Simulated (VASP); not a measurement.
# Sb3Pt (Pm-3m) in VASP: a series of runs

Runs on Sb3Pt. Level: r2SCAN. Tasks: single point.

All numbers are computed with VASP 6.6.1; they aren't measurements. Logs are shortened: lines on timing, memory, paths and dates and some standing lists are left out, and cuts for length are marked.

### 1 The cell of the first run

It takes space group Pm-3m (No. 221, cubic). The conventional cell has a = 4.588 Å, b = 4.588 Å, c = 4.588 Å, α = 90.00°, β = 90.00°, γ = 90.00°. Sb (site symmetry 4/mmm) has 8 Sb at 3.24 Å and 4 Pt at 3.24 Å within 4.3 Å. Pt (site symmetry m-3m) has 12 Sb at 3.24 Å within 4.3 Å.

### 2 Single point, r2SCAN

POSCAR reads:

```
Sb3Pt
1.0
    4.5878916529      0.0000000000      0.0000000000
    0.0000000000      4.5878916529      0.0000000000
    0.0000000000      0.0000000000      4.5878916529
Sb Pt
3 1
Direct
    0.0000000000      0.5000000000      0.5000000000
    0.5000000000      0.0000000000      0.5000000000
    0.5000000000      0.5000000000      0.0000000000
    0.0000000000      0.0000000000      0.0000000000
```

INCAR.step1 reads:

```
  PREC = Accurate
  ENCUT = 520
  ISMEAR = 0
  SIGMA = 0.1
  LREAL = False
  LASPH = True
  NELM = 80
  NBANDS = 20
  GGA = PE
  ALGO = Normal
  EDIFF = 1E-4
  LWAVE = True
  LCHARG = False
```

INCAR.step2 reads:

```
  PREC = Accurate
  ENCUT = 520
  EDIFF = 1E-6
  ISMEAR = 0
  SIGMA = 0.1
  LREAL = False
  LASPH = True
  NELM = 80
  ALGO = Normal
  ISIF = 2
  LWAVE = False
  LCHARG = False
  METAGGA = R2SCAN
  LMIXTAU = True
  NBANDS = 20
  ISTART = 1
```

KPOINTS reads:

```
regular mesh
0
Gamma
  4 4 4
```

Potentials or basis: VASP PAW PBE potentials, release 64 (Sb, Pt).

Command:

```sh
> cat potpaw_PBE.64/Sb/POTCAR potpaw_PBE.64/Pt/POTCAR > POTCAR
> cp INCAR.step1 INCAR
> mpirun -np 1 vasp_std > vasp.out
> cp INCAR.step2 INCAR
> mpirun -np 1 vasp_std > vasp.out
```

OUTCAR:

```text
PREC = Accurate
   ENCUT = 520
   EDIFF = 1E-6
   ISMEAR = 0
   LREAL = False
   LASPH = True
   NELM = 80
   ISIF = 2
   METAGGA = R2SCAN
   ISTART = 1

 ion  position               nearest neighbor table
   1  0.000  0.500  0.500-   2 3.24   3 3.24   4 3.24   3 3.24   4 3.24   2 3.24   4 3.24   4 3.24
                             2 3.24   3 3.24   3 3.24   2 3.24
   2  0.500  0.000  0.500-   1 3.24   3 3.24   4 3.24   3 3.24   4 3.24   1 3.24   3 3.24   3 3.24
                             1 3.24   4 3.24   4 3.24   1 3.24
   3  0.500  0.500  0.000-   1 3.24   2 3.24   4 3.24   1 3.24   2 3.24   2 3.24   4 3.24   2 3.24
                             1 3.24   4 3.24   1 3.24   4 3.24
   4  0.000  0.000  0.000-   1 3.24   2 3.24   3 3.24   1 3.24   2 3.24   1 3.24   3 3.24   1 3.24
                             2 3.24   3 3.24   2 3.24   3 3.24

  LATTYP: Found a simple cubic cell.
 ALAT       =     4.5878916529

  Lattice vectors:

 A1 = (   4.5878916529,   0.0000000000,   0.0000000000)
 A2 = (   0.0000000000,   4.5878916529,   0.0000000000)
 A3 = (   0.0000000000,   0.0000000000,   4.5878916529)

Analysis of symmetry for initial positions (statically):
=====================================================================
 Subroutine PRICEL returns:
 Original cell was already a primitive cell.

 Routine SETGRP: Setting up the symmetry group for a
 simple cubic supercell.

 Subroutine GETGRP returns: Found 48 space group operations
 (whereof 48 operations were pure point group operations)
 out of a pool of 48 trial point group operations.

The static configuration has the point symmetry O_h .

Analysis of symmetry for dynamics (positions and initial velocities):
=====================================================================
 Subroutine PRICEL returns:
 Original cell was already a primitive cell.

 Routine SETGRP: Setting up the symmetry group for a
 simple cubic supercell.

 Subroutine GETGRP returns: Found 48 space group operations
 (whereof 48 operations were pure point group operations)
 out of a pool of 48 trial point group operations.

The dynamic configuration has the point symmetry O_h .

 Subroutine INISYM returns: Found 48 space group operations
 (whereof 48 operations are pure point group operations),
 and found     1 'primitive' translations

----------------------------------------------------------------------------------------

                                     Primitive cell

  volume of cell :      96.5694

  direct lattice vectors                    reciprocal lattice vectors
     4.587891653  0.000000000  0.000000000     0.217965043  0.000000000  0.000000000
     0.000000000  4.587891653  0.000000000     0.000000000  0.217965043  0.000000000
     0.000000000  0.000000000  4.587891653     0.000000000  0.000000000  0.217965043

  length of vectors
     4.587891653  4.587891653  4.587891653     0.217965043  0.217965043  0.217965043

  position of ions in fractional coordinates (direct lattice)
     0.000000000  0.500000000  0.500000000
     0.500000000  0.000000000  0.500000000
     0.500000000  0.500000000  0.000000000
     0.000000000  0.000000000  0.000000000

  ion indices of the primitive-cell ions
   primitive index   ion index
                 1           1
                 2           2
                 3           3
                 4           4

----------------------------------------------------------------------------------------

 KPOINTS: regular mesh

Automatic generation of k-mesh.
 Grid dimensions read from file:
 generate k-points for:    4    4    4

 Generating k-lattice:

  Cartesian coordinates                     Fractional coordinates (reciprocal lattice)
     0.054491261  0.000000000  0.000000000     0.250000000  0.000000000  0.000000000
     0.000000000  0.054491261  0.000000000     0.000000000  0.250000000  0.000000000
     0.000000000  0.000000000  0.054491261     0.000000000  0.000000000  0.250000000

  Length of vectors
     0.054491261  0.054491261  0.054491261

  Shift w.r.t. Gamma in fractional coordinates (k-lattice)
     0.000000000  0.000000000  0.000000000

 Subroutine IBZKPT returns following result:
 ===========================================

 Found     10 irreducible k-points:

 Following reciprocal coordinates:
            Coordinates               Weight
  0.000000  0.000000  0.000000      1.000000
  0.250000  0.000000  0.000000      6.000000
  0.500000  0.000000  0.000000      3.000000
  0.250000  0.250000  0.000000     12.000000
  0.500000  0.250000  0.000000     12.000000
  0.500000  0.500000  0.000000      3.000000
  0.250000  0.250000  0.250000      8.000000
  0.500000  0.250000  0.250000     12.000000
  0.500000  0.500000  0.250000      6.000000
  0.500000  0.500000  0.500000      1.000000
   k-points           NKPTS =     10   k-points in BZ     NKDIM =     10   number of bands    NBANDS=     20
   number of dos      NEDOS =    301   number of ions     NIONS =      4
   total plane-waves  NPLWV =  46656
   dimension x,y,z NGX =    36 NGY =   36 NGZ =   36
   dimension x,y,z NGXF=    72 NGYF=   72 NGZF=   72
   ions per type =               3   1
   NGX,Y,Z   is equivalent  to a cutoff of  13.04, 13.04, 13.04 a.u.
   NGXF,Y,Z  is equivalent  to a cutoff of  26.09, 26.09, 26.09 a.u.
 SYSTEM =  unknown system
   PREC   = accura    normal or accurate (medium, high low for compatibility)
   ISTART =      1    job   : 0-new  1-cont  2-samecut
   ICHARG =      0    charge: 1-file 2-atom 10-const
   ISPIN  =      1    spin polarized calculation?
   LNONCOLLINEAR =      F non collinear calculations
   LSORBIT =      F    spin-orbit coupling
   LASPH  =      T    aspherical Exc in radial PAW
   ENCUT  =  520.0 eV  38.22 Ry    6.18 a.u.   8.53  8.53  8.53*2*pi/ulx,y,z
   NELM   =     80;   NELMIN=  2; NELMDL=  0     # of ELM steps
   EDIFF  = 0.1E-05   stopping-criterion for ELM
   LREAL  =      F    real-space projection
[... 7 lines left out ...]
   TEBEG  =    0.0;   TEEND  =   0.0 temperature during run
   PSTRESS=    0.0 pullay stress
   NELECT =      25.0000    total number of electrons
   NUPDOWN=      -1.0000    fix difference up-down
   EMIN   =  10.00;   EMAX   =-10.00  energy-range for DOS
   EFERMI =   0.00;   METHOD = LEGACY
   ISMEAR =     0;   SIGMA  =   0.10  broadening in eV -4-tet -1-fermi 0-gaus
   EFERMI_NEDOS =   21; number of points for ismear=-14 and -15
   IALGO  =     38    algorithm
   IMIX   =      4    mixing-type and parameters
     AMIX     =   0.40;   BMIX     =  1.00
     AMIX_MAG =   1.60;   BMIX_MAG =  1.00
  volume/ion in A,a.u.               =      24.14       162.92
  Fermi-wavevector in a.u.,A,eV,Ry     =   1.043378  1.971699 14.811815  1.088638
  Thomas-Fermi vector in A             =   2.178085
   LORBIT       =      0    0 simple, 1 ext, 2 COOP (PROOUT), +10 PAW based schemes
   METAGGA = R2SCAN    functional components
   LHFCALC =     F    Hartree Fock is set to
   AEXX    =    0.0000 exact exchange contribution
   IVDW    =     0    specifies the selected vdW correction
   LEPSILON=     F    determine dielectric tensor
   LRPA    =     F    only Hartree local field effects (RPA)
 non-spin polarized calculation
 Gauss-broadening in eV      SIGMA  =   0.10
  energy-cutoff  :      520.00
  volume of cell :       96.57
 maximum number of plane-waves:      2624
 NGX is ok and might be reduce to    36
   NGX = 17   NGY = 17   NGZ = 17

 number of electron      24.9999996 magnetization

 Free energy of the ion-electron system (eV)
  ---------------------------------------------------
  ext. energy  EPLUGINS =         0.00000000
  ---------------------------------------------------
  free energy    TOTEN  =      -127.06984126 eV

  energy without entropy =     -127.05218956  energy(sigma->0) =     -127.06101541

 E-fermi :   9.0943     XC(G=0): -11.4123

 val. band max:        9.0831684725   @ k =   0.2500   0.0000   0.0000
 cond. band min:       9.0982705506   @ k =   0.2500   0.0000   0.0000
 fundamental gap:      0.0151020781
 Fermi energy:         9.0942635191

 k-point     1 :       0.0000    0.0000    0.0000
  band No.  band energies     occupation
      1      -4.7757      2.00000
      2       1.0507      2.00000
      3       1.0507      2.00000
      4       3.9461      2.00000
      5       3.9461      2.00000
      6       3.9461      2.00000
[... 12 lines left out ...]
     19      15.5876      0.00000
     20      15.5876      0.00000

 k-point     2 :       0.2500    0.0000    0.0000
  band No.  band energies     occupation
      1      -4.3312      2.00000
      2      -0.6039      2.00000
      3       1.2771      2.00000
      4       4.0932      2.00000
      5       4.0932      2.00000
      6       4.9460      2.00000
[... 12 lines left out ...]
     19      15.4937      0.00000
     20      16.1362      0.00000

 k-point     3 :       0.5000    0.0000    0.0000
  band No.  band energies     occupation
      1      -3.4271      2.00000
      2      -2.2521      2.00000
      3       1.5650      2.00000
      4       4.2124      2.00000
      5       4.2124      2.00000
      6       4.9875      2.00000
[... 12 lines left out ...]
     19      13.8686      0.00000
     20      15.3950      0.00000

 k-point     4 :       0.2500    0.2500    0.0000
  band No.  band energies     occupation
      1      -3.8950      2.00000
      2      -0.6109      2.00000
      3       0.0911      2.00000
      4       4.0095      2.00000
      5       4.3382      2.00000
      6       4.8062      2.00000
[... 107 lines left out ...]
 k-point     9 :       0.5000    0.5000    0.2500
  band No.  band energies     occupation
      1      -1.6140      2.00000
      2      -1.2794      2.00000
      3      -1.2794      2.00000
      4       2.7162      2.00000
      5       3.3422      2.00000
      6       4.2914      2.00000
[... 12 lines left out ...]
     19      16.2664      0.00000
     20      17.0311      0.00000

 k-point    10 :       0.5000    0.5000    0.5000
  band No.  band energies     occupation
      1      -1.0555      2.00000
      2      -1.0555      2.00000
      3      -1.0555      2.00000
      4       1.8409      2.00000
      5       3.5429      2.00000
      6       3.5429      2.00000
[... 12 lines left out ...]
     19      18.5223      0.00000
     20      18.5223      0.00000

------------------------ aborting loop because EDIFF is reached ----------------------------------------

  FORCE on cell =-STRESS in cart. coord.  units (eV):
  Direction    XX          YY          ZZ          XY          YZ          ZX
  --------------------------------------------------------------------------------------
  -------------------------------------------------------------------------------------
  Total       -2.2093359     -2.2093359     -2.2093359      0.0000000      0.0000000      0.0000000
  in kB      -36.6549700    -36.6549700    -36.6549700      0.0000000      0.0000000      0.0000000
  external PRESSURE =     -36.6549700 kB  Pullay stress =       0.0000000 kB

 VOLUME and BASIS-vectors are now :
 -----------------------------------------------------------------------------
  energy-cutoff  :      520.00
  volume of cell :       96.57
      direct lattice vectors                 reciprocal lattice vectors
     4.587891653  0.000000000  0.000000000     0.217965043  0.000000000  0.000000000
     0.000000000  4.587891653  0.000000000     0.000000000  0.217965043  0.000000000
     0.000000000  0.000000000  4.587891653     0.000000000  0.000000000  0.217965043

 POSITION                                       TOTAL-FORCE (eV/Angst)
 -----------------------------------------------------------------------------------
      0.00000      2.29395      2.29395         0.000000      0.000000      0.000000
      2.29395      0.00000      2.29395         0.000000      0.000000      0.000000
      2.29395      2.29395      0.00000         0.000000      0.000000      0.000000
      0.00000      0.00000      0.00000         0.000000      0.000000      0.000000
 -----------------------------------------------------------------------------------
    total drift:                               -0.000000     -0.000000     -0.000000

  FREE ENERGIE OF THE ION-ELECTRON SYSTEM (eV)
  ---------------------------------------------------
  free  energy   TOTEN  =      -127.0698412592 eV

  energy  without entropy=     -127.0521895561  energy(sigma->0) =     -127.06101541
```

It took 59 s on 1 thread of Intel Xeon Platinum 8375C at 2.90GHz (Ice Lake), shared host; peak memory 0.22 GiB.

Results:

```
Free energy            : -127.0698 eV
Pressure               : -3.7 GPa
Band gap on the k mesh : zero (an odd number of electrons rules out a gap without spin polarisation)
```

Caveat: the cell stands under tension; the PAW data sets were made with another functional, which shifts forces and pressure a little; spin-orbit coupling is left out, which moves the levels of the heavy elements; an odd number of electrons without spin polarisation forces a metal; a magnetic or distorted state may lie lower.

### 3 Single point, r2SCAN

This run uses another cell than the first one, of 23.21 Å³/atom.

POSCAR reads:

```
Sb3Pt
1.0
    4.5283480041      0.0000000000      0.0000000000
    0.0000000000      4.5283480041      0.0000000000
    0.0000000000      0.0000000000      4.5283480041
Sb Pt
3 1
Direct
    0.0000000000      0.5000000000      0.5000000000
    0.5000000000      0.0000000000      0.5000000000
    0.5000000000      0.5000000000      0.0000000000
    0.0000000000      0.0000000000      0.0000000000
```

INCAR.step1 reads:

```
SYSTEM = Sb3Pt
ALGO = Normal
EDIFF = 1E-4
ENCUT = 520
GGA = PE
ISMEAR = 0
LASPH = .TRUE.
LCHARG = .FALSE.
LREAL = .FALSE.
LWAVE = .TRUE.
NBANDS = 20
NELM = 80
PREC = Accurate
SIGMA = 0.1
```

INCAR.step2 reads:

```
SYSTEM = Sb3Pt
ALGO = Normal
EDIFF = 1E-7
ENCUT = 520
ISIF = 2
ISMEAR = 0
ISTART = 1
LASPH = .TRUE.
LCHARG = .TRUE.
LELF = .TRUE.
LMIXTAU = .TRUE.
LREAL = .FALSE.
LVHAR = .TRUE.
LWAVE = .FALSE.
METAGGA = R2SCAN
NBANDS = 20
NELM = 80
PREC = Accurate
SIGMA = 0.1
```

KPOINTS reads:

```
k-points
0
G
  10 10 10
  0 0 0
```

Potentials or basis: VASP PAW PBE potentials, release 64 (Sb, Pt).

Command:

```sh
> cat potpaw_PBE.64/Sb/POTCAR potpaw_PBE.64/Pt/POTCAR > POTCAR
> cp INCAR.step1 INCAR
> mpirun -np 1 vasp_std > vasp.out
> cp INCAR.step2 INCAR
> mpirun -np 1 vasp_std > vasp.out
```

Wall time 3.6 min (1 thread of Intel Xeon Platinum 8375C at 2.90GHz (Ice Lake), shared host); peak memory 0.28 GiB.

It converged, with:

| Quantity | Value |
| --- | --- |
| Free energy | -127.0690 eV |
| Pressure | -0.1 GPa |
| Band gap on the k mesh | zero (an odd number of electrons rules out a gap without spin polarisation) |

Levels at points of the mesh, in eV from the Fermi level:
```tsv
k point	band 11	band 12	band 13	band 14	band 15	band 16
(0.00, 0.00, 0.00)	-2.18	-1.41	0.80	0.80	0.80	3.11
(0.50, 0.00, 0.00)	-1.88	-1.20	-1.20	-0.79	1.38	3.55
(0.50, 0.50, 0.00)	-1.76	-0.87	-0.87	0.96	0.96	2.75
(0.50, 0.50, 0.50)	-1.93	-1.93	-1.93	4.65	4.65	5.01
```

Caveat: the PAW data sets were made with another functional, which shifts forces and pressure a little; spin-orbit coupling is left out, which moves the levels of the heavy elements; an odd number of electrons without spin polarisation forces a metal; a magnetic or distorted state may lie lower.

The gap in the log of VASP goes by the Fermi energy; the results here count the filled bands.